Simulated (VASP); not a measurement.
Here is a VASP 6.6.1 calculation.

The input INCAR:

```
PREC = Accurate ; ENCUT = 600
EDIFF = 1E-7 ; ISMEAR = 0
SIGMA = 0.1 ; LREAL = F
LASPH = T ; NELM = 100
ALGO = Normal ; ISIF = 3
LWAVE = F ; LCHARG = F
GGA = PE ; IBRION = 2
NSW = 100 ; EDIFFG = -0.01
```

File KPOINTS:

```
Automatic mesh
0
Gamma
  12 12 4
```

Contents of POSCAR:

```
AlZnC2N2
1.0
    3.1041579715      0.0000000000      0.0000000000
   -1.5520789857      2.6882796607      0.0000000000
    0.0000000000      0.0000000000      9.8571286126
Al Zn C N
1 1 2 2
Direct
    0.0000000000      0.0000000000      0.5000000000
    0.0000000000      0.0000000000      0.0000000000
    0.0000000000      0.0000000000      0.8116178666
    0.0000000000      0.0000000000      0.1883821334
    0.0000000000      0.0000000000      0.6925359817
    0.0000000000      0.0000000000      0.3074640183
```

Potentials or basis: VASP PAW PBE potentials, release 64 (Al, Zn, C, N).

Command:

```bash
$ cat potpaw_PBE.64/Al/POTCAR potpaw_PBE.64/Zn/POTCAR potpaw_PBE.64/C/POTCAR potpaw_PBE.64/N/POTCAR > POTCAR
$ mpirun -np 1 vasp_std > vasp.out
```

Problem. Predict the relaxed cell.

Solution. a = 3.093 Å, b = 3.093 Å, c = 9.881 Å, α = 90.00°, β = 90.00°, γ = 120.00°.

Problem. Predict the band gap on the k mesh.

Solution. Zero (an odd number of electrons rules out a gap without spin polarisation).

Problem. What does it give for the space group after relaxing (to 0.1 Å)?

Solution. P6/mmm (No. 191).

Problem. Predict the relaxed volume.

Solution. 13.64 Å³/atom.

Final structure:
```yaml
crystal:
  lattice:
    - [3.09289, 0.00000, 0.00000]
    - [-1.54644, 2.67852, 0.00000]
    - [0.00000, 0.00000, 9.88051]
  atoms:
    - { symbol: Al, position: [0.00000, 0.00000, 0.50000] }
    - { symbol: Zn, position: [0.00000, 0.00000, 0.00000] }
    - { symbol: C, position: [0.00000, 0.00000, 0.81148] }
    - { symbol: C, position: [0.00000, 0.00000, 0.18852] }
    - { symbol: N, position: [0.00000, 0.00000, 0.69245] }
    - { symbol: N, position: [0.00000, 0.00000, 0.30755] }
```

Caveat: an odd number of electrons without spin polarisation forces a metal; a magnetic or distorted state may lie lower.
